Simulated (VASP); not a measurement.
Write the native input for VASP 6.6.1 that does the following.

| Item | Value |
| --- | --- |
| Task | single point |
| Functional | PBE |
| Potentials or basis | VASP PAW PBE potentials, release 64 (Hf_pv, N) |
| Cutoff | 520 eV |
| k mesh | 1 × 1 × 29 |
| Occupations | gaussian, width 0.05 eV |
| Spin | collinear spin, ferromagnetic start |
| Starting moments | [1.5, 0.5] μB |
| Dipole correction | no |
| Further INCAR settings | ALGO = Normal; EDIFF = 1e-06; NBANDS = 18 |

The structure of HfN lies in POSCAR:

```
HfN
1.0
   10.8000000000      0.0000000000      0.0000000000
    0.0000000000      9.3000000000      0.0000000000
    0.0000000000      0.0000000000      2.1692962605
Hf N
1 1
Direct
    0.4147289206      0.5000000000      0.0000000000
    0.5852710794      0.5000000000      0.5000000000
```

The input as run:

INCAR

```
SYSTEM = HfN
PREC = Accurate
ENCUT = 520
EDIFF = 1E-6
ISMEAR = 0
SIGMA = 0.05
LREAL = .FALSE.
LASPH = .TRUE.
NELM = 150
ALGO = Normal
ISIF = 2
LWAVE = .FALSE.
LCHARG = .FALSE.
ISPIN = 2
MAGMOM = 1.5 0.5
LORBIT = 11
LMAXMIX = 4
GGA = PE
NBANDS = 18
```

KPOINTS

```
regular mesh
0
G
  1 1 29
  0 0 0
```

Potentials or basis: VASP PAW PBE potentials, release 64 (Hf_pv, N).

Launch:

```console
$ cat potpaw_PBE.64/Hf_pv/POTCAR potpaw_PBE.64/N/POTCAR > POTCAR
$ mpirun -np 1 vasp_std > vasp.out
```

It gave:

The largest force is 2.174 eV/Å. The net moment is 0.52 μB per cell and the site moments are Hf +0.23; N +0.16 μB. The valence electrons inside the program's atomic spheres are Hf 9.23; N 3.44.

Wall time 90 s on 1 thread of Intel(R) Xeon(R) 6975P-C (Granite Rapids), with other jobs on the host, peak memory 0.41 GiB.
